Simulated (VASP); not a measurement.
# SrTe (Fm-3m) in VASP: single point with PBEsol

Aim: the single point of SrTe with PBEsol.

Program: VASP 6.6.1. These are calculated values, not measurements. Logs are shortened: lines on timing, memory, paths and dates and some standing lists are left out, and cuts for length are marked.

**1. The cell of the first run**

It takes space group Fm-3m (No. 225, cubic). Conventional cell: a = 6.606 Å, b = 6.606 Å, c = 6.606 Å, α = 90.00°, β = 90.00°, γ = 90.00°. Within 4.3 Å of Te (site symmetry m-3m) lie 6 Sr at 3.30 Å. Within 4.3 Å of Sr (site symmetry m-3m) lie 6 Te at 3.30 Å.

**2. Single point, PBEsol**

INCAR

```
PREC = Accurate ; ENCUT = 500
EDIFF = 1E-6 ; ISMEAR = 0
SIGMA = 0.02 ; LREAL = F
LASPH = T ; NELM = 120
ALGO = Normal ; ISIF = 2
LWAVE = F ; LCHARG = T
GGA = PS ; LELF = T
LVHAR = T ; NBANDS = 15
GGA_COMPAT = F
```

KPOINTS

```
regular mesh
0
Gamma
  8 8 8
```

POSCAR

```
SrTe
1.0
    0.0000000000      3.3028339651      3.3028339651
    3.3028339651      0.0000000000      3.3028339651
    3.3028339651      3.3028339651      0.0000000000
Te Sr
1 1
Direct
    0.5000000000      0.5000000000      0.5000000000
    0.0000000000      0.0000000000      0.0000000000
```

Potentials or basis: VASP PAW PBE potentials, release 64 (Te, Sr_sv).

Command:

```
cat potpaw_PBE.64/Te/POTCAR potpaw_PBE.64/Sr_sv/POTCAR > POTCAR
mpirun -np 1 vasp_std > vasp.out
```

OUTCAR:

```text
PREC = Accurate
   ENCUT = 500
   EDIFF = 1E-6
   ISMEAR = 0
   LREAL = F
   LASPH = T
   NELM = 120
   ISIF = 2
   GGA = PS

 ion  position               nearest neighbor table
   1  0.500  0.500  0.500-   2 3.30   2 3.30   2 3.30   2 3.30   2 3.30   2 3.30
   2  0.000  0.000  0.000-   1 3.30   1 3.30   1 3.30   1 3.30   1 3.30   1 3.30

  LATTYP: Found a face centered cubic cell.
 ALAT       =     6.6056679302

  Lattice vectors:

 A1 = (   0.0000000000,   3.3028339651,   3.3028339651)
 A2 = (   3.3028339651,   0.0000000000,   3.3028339651)
 A3 = (   3.3028339651,   3.3028339651,   0.0000000000)

Analysis of symmetry for initial positions (statically):
=====================================================================
 Subroutine PRICEL returns:
 Original cell was already a primitive cell.

 Routine SETGRP: Setting up the symmetry group for a
 face centered cubic supercell.

 Subroutine GETGRP returns: Found 48 space group operations
 (whereof 48 operations were pure point group operations)
 out of a pool of 48 trial point group operations.

The static configuration has the point symmetry O_h .

Analysis of symmetry for dynamics (positions and initial velocities):
=====================================================================
 Subroutine PRICEL returns:
 Original cell was already a primitive cell.

 Routine SETGRP: Setting up the symmetry group for a
 face centered cubic supercell.

 Subroutine GETGRP returns: Found 48 space group operations
 (whereof 48 operations were pure point group operations)
 out of a pool of 48 trial point group operations.

The dynamic configuration has the point symmetry O_h .

 Subroutine INISYM returns: Found 48 space group operations
 (whereof 48 operations are pure point group operations),
 and found     1 'primitive' translations

----------------------------------------------------------------------------------------

                                     Primitive cell

  volume of cell :      72.0593

  direct lattice vectors                    reciprocal lattice vectors
     0.000000000  3.302833965  3.302833965    -0.151385145  0.151385145  0.151385145
     3.302833965  0.000000000  3.302833965     0.151385145 -0.151385145  0.151385145
     3.302833965  3.302833965  0.000000000     0.151385145  0.151385145 -0.151385145

  length of vectors
     4.670912588  4.670912588  4.670912588     0.262206763  0.262206763  0.262206763

  position of ions in fractional coordinates (direct lattice)
     0.500000000  0.500000000  0.500000000
     0.000000000  0.000000000  0.000000000

  ion indices of the primitive-cell ions
   primitive index   ion index
                 1           1
                 2           2

----------------------------------------------------------------------------------------

 KPOINTS: regular mesh

Automatic generation of k-mesh.
 Grid dimensions read from file:
 generate k-points for:    8    8    8

 Generating k-lattice:

  Cartesian coordinates                     Fractional coordinates (reciprocal lattice)
    -0.018923143  0.018923143  0.018923143     0.125000000  0.000000000  0.000000000
     0.018923143 -0.018923143  0.018923143     0.000000000  0.125000000  0.000000000
     0.018923143  0.018923143 -0.018923143     0.000000000  0.000000000  0.125000000

  Length of vectors
     0.032775845  0.032775845  0.032775845

  Shift w.r.t. Gamma in fractional coordinates (k-lattice)
     0.000000000  0.000000000  0.000000000

 Subroutine IBZKPT returns following result:
 ===========================================

 Found     29 irreducible k-points:

 Following reciprocal coordinates:
            Coordinates               Weight
  0.000000  0.000000  0.000000      1.000000
  0.125000  0.000000  0.000000      8.000000
  0.250000  0.000000  0.000000      8.000000
  0.375000  0.000000  0.000000      8.000000
  0.500000  0.000000  0.000000      4.000000
  0.125000  0.125000  0.000000      6.000000
[... 16 lines left out ...]
  0.500000  0.250000  0.125000     48.000000
 -0.375000  0.250000  0.125000     24.000000
 [... further k-points ...]
   k-points           NKPTS =     29   k-points in BZ     NKDIM =     29   number of bands    NBANDS=     15
   number of dos      NEDOS =    301   number of ions     NIONS =      2
   total plane-waves  NPLWV =  46656
   dimension x,y,z NGX =    36 NGY =   36 NGZ =   36
   dimension x,y,z NGXF=    72 NGYF=   72 NGZF=   72
   ions per type =               1   1
   NGX,Y,Z   is equivalent  to a cutoff of  12.81, 12.81, 12.81 a.u.
   NGXF,Y,Z  is equivalent  to a cutoff of  25.63, 25.63, 25.63 a.u.
 SYSTEM =  unknown system
   PREC   = accura    normal or accurate (medium, high low for compatibility)
   ISTART =      0    job   : 0-new  1-cont  2-samecut
   ICHARG =      2    charge: 1-file 2-atom 10-const
   ISPIN  =      1    spin polarized calculation?
   LNONCOLLINEAR =      F non collinear calculations
   LSORBIT =      F    spin-orbit coupling
   LASPH  =      T    aspherical Exc in radial PAW
   ENCUT  =  500.0 eV  36.75 Ry    6.06 a.u.   8.52  8.52  8.52*2*pi/ulx,y,z
   NELM   =    120;   NELMIN=  2; NELMDL= -5     # of ELM steps
   EDIFF  = 0.1E-05   stopping-criterion for ELM
   LREAL  =      F    real-space projection
   EDIFFG = 0.1E-04   stopping-criterion for IOM
   NSW    =      0    number of steps for IOM
   IBRION =     -1    ionic relax: 0-MD 1-quasi-New 2-CG
   NFREE  =      0    steps in history (QN), initial steepest desc. (CG)
   ISIF   =      2    stress and relaxation
   ISYM   =      2    0-nonsym 1-usesym 2-fastsym
   POTIM  = 0.5000    time-step for ionic-motion
   TEBEG  =    0.0;   TEEND  =   0.0 temperature during run
   PSTRESS=    0.0 pullay stress
   NELECT =      16.0000    total number of electrons
   NUPDOWN=      -1.0000    fix difference up-down
   EMIN   =  10.00;   EMAX   =-10.00  energy-range for DOS
   EFERMI =   0.00;   METHOD = LEGACY
   ISMEAR =     0;   SIGMA  =   0.02  broadening in eV -4-tet -1-fermi 0-gaus
   EFERMI_NEDOS =   21; number of points for ismear=-14 and -15
   IALGO  =     38    algorithm
   IMIX   =      4    mixing-type and parameters
     AMIX     =   0.40;   BMIX     =  1.00
     AMIX_MAG =   1.60;   BMIX_MAG =  1.00
  volume/ion in A,a.u.               =      36.03       243.14
  Fermi-wavevector in a.u.,A,eV,Ry     =   0.991330  1.873341 13.370914  0.982734
  Thomas-Fermi vector in A             =   2.123063
   LORBIT       =      0    0 simple, 1 ext, 2 COOP (PROOUT), +10 PAW based schemes
   GGA     = PS    functional components
   LHFCALC =     F    Hartree Fock is set to
   AEXX    =    0.0000 exact exchange contribution
   IVDW    =     0    specifies the selected vdW correction
   LEPSILON=     F    determine dielectric tensor
   LRPA    =     F    only Hartree local field effects (RPA)
 non-spin polarized calculation
 Gauss-broadening in eV      SIGMA  =   0.02
  energy-cutoff  :      500.00
  volume of cell :       72.06
 maximum number of plane-waves:      1850
 NGX is ok and might be reduce to    36
   NGX = 17   NGY = 17   NGZ = 17

 number of electron      16.0000000 magnetization

 Free energy of the ion-electron system (eV)
  ---------------------------------------------------
  ext. energy  EPLUGINS =         0.00000000
  ---------------------------------------------------
  free energy    TOTEN  =        -8.83387175 eV

  energy without entropy =       -8.83387175  energy(sigma->0) =       -8.83387175

 E-fermi :   3.0866     XC(G=0):  -8.7769

 val. band max:        2.9183181358   @ k =   0.0000   0.0000   0.0000
 cond. band min:       4.4573300258   @ k =   0.5000   0.5000   0.0000
 fundamental gap:      1.5390118899
 Fermi energy:         3.0866298115

 k-point     1 :       0.0000    0.0000    0.0000
  band No.  band energies     occupation
      1     -31.5979      2.00000
      2     -13.6169      2.00000
      3     -13.6169      2.00000
      4     -13.6169      2.00000
      5      -7.1793      2.00000
      6       2.9183      2.00000
      7       2.9183      2.00000
      8       2.9183      2.00000
      9       5.7308      0.00000
     10       6.1014      0.00000
     11       6.1014      0.00000
     12       6.1014      0.00000
     13       6.8067      0.00000
     14       6.8067      0.00000
     15      10.2716      0.00000

 k-point     2 :       0.1250    0.0000    0.0000
  band No.  band energies     occupation
      1     -31.5971      2.00000
      2     -13.6397      2.00000
      3     -13.6178      2.00000
      4     -13.6178      2.00000
      5      -7.0860      2.00000
      6       2.2058      2.00000
      7       2.6749      2.00000
      8       2.6749      2.00000
      9       5.9746      0.00000
     10       6.3189      0.00000
     11       6.3189      0.00000
     12       6.6783      0.00000
     13       7.2428      0.00000
     14       7.2428      0.00000
     15      10.8198      0.00000

 k-point     3 :       0.2500    0.0000    0.0000
  band No.  band energies     occupation
      1     -31.5953      2.00000
      2     -13.6934      2.00000
      3     -13.6201      2.00000
      4     -13.6201      2.00000
      5      -6.8497      2.00000
      6       1.0885      2.00000
      7       2.2202      2.00000
      8       2.2202      2.00000
      9       6.0518      0.00000
     10       6.8668      0.00000
     11       6.8668      0.00000
     12       8.1026      0.00000
     13       8.3221      0.00000
     14       8.3221      0.00000
     15      11.2845      0.00000
[... 343 lines left out ...]
 k-point    23 :       0.5000    0.2500    0.1250
  band No.  band energies     occupation
      1     -31.5924      2.00000
      2     -13.7254      2.00000
      3     -13.6536      2.00000
      4     -13.6311      2.00000
      5      -6.5972      2.00000
      6       0.4929      2.00000
      7       1.6502      2.00000
      8       1.8370      2.00000
      9       6.2286      0.00000
     10       7.7139      0.00000
     11       7.9611      0.00000
     12       8.3748      0.00000
     13       8.5999      0.00000
     14       9.8655      0.00000
     15      10.8953      0.00000

 k-point    24 :      -0.3750    0.2500    0.1250
  band No.  band energies     occupation
      1     -31.5918      2.00000
      2     -13.7366      2.00000
      3     -13.6551      2.00000
      4     -13.6351      2.00000
      5      -6.5330      2.00000
      6       0.3804      2.00000
      7       1.4808      2.00000
      8       1.7493      2.00000
      9       6.8297      0.00000
     10       7.0748      0.00000
     11       8.4622      0.00000
     12       8.6543      0.00000
     13       8.9118      0.00000
     14       9.6770      0.00000
     15      11.2995      0.00000

 [... further k-points ...]
[... 5 lines left out ...]
  --------------------------------------------------------------------------------------
  -------------------------------------------------------------------------------------
  Total        0.0666520      0.0666520      0.0666520      0.0000000      0.0000000      0.0000000
  in kB        1.4819499      1.4819499      1.4819499      0.0000000      0.0000000      0.0000000
  external PRESSURE =       1.4819499 kB  Pullay stress =       0.0000000 kB

 VOLUME and BASIS-vectors are now :
 -----------------------------------------------------------------------------
  energy-cutoff  :      500.00
  volume of cell :       72.06
      direct lattice vectors                 reciprocal lattice vectors
     0.000000000  3.302833965  3.302833965    -0.151385145  0.151385145  0.151385145
     3.302833965  0.000000000  3.302833965     0.151385145 -0.151385145  0.151385145
     3.302833965  3.302833965  0.000000000     0.151385145  0.151385145 -0.151385145

 POSITION                                       TOTAL-FORCE (eV/Angst)
 -----------------------------------------------------------------------------------
      3.30283      3.30283      3.30283         0.000000      0.000000      0.000000
      0.00000      0.00000      0.00000        -0.000000     -0.000000     -0.000000
 -----------------------------------------------------------------------------------
    total drift:                                0.000000      0.000000      0.000000

  FREE ENERGIE OF THE ION-ELECTRON SYSTEM (eV)
  ---------------------------------------------------
  free  energy   TOTEN  =        -8.8338717498 eV

  energy  without entropy=       -8.8338717498  energy(sigma->0) =       -8.83387175
```

Wall time 57 s (1 thread of AMD EPYC 7R43 (Zen 3), shared host); peak memory 0.18 GiB.

Results:

| Quantity | Value |
| --- | --- |
| Free energy | -8.8339 eV |
| Pressure | 0.1 GPa |
| Band gap on the k mesh | 1.54 eV, indirect (least direct gap 2.31 eV) |

Caveat: the PAW data sets were made with another functional, which shifts forces and pressure a little; spin-orbit coupling is left out, which moves the levels of the heavy elements. A hybrid or GW would open this gap; PBEsol tends to underestimate it.
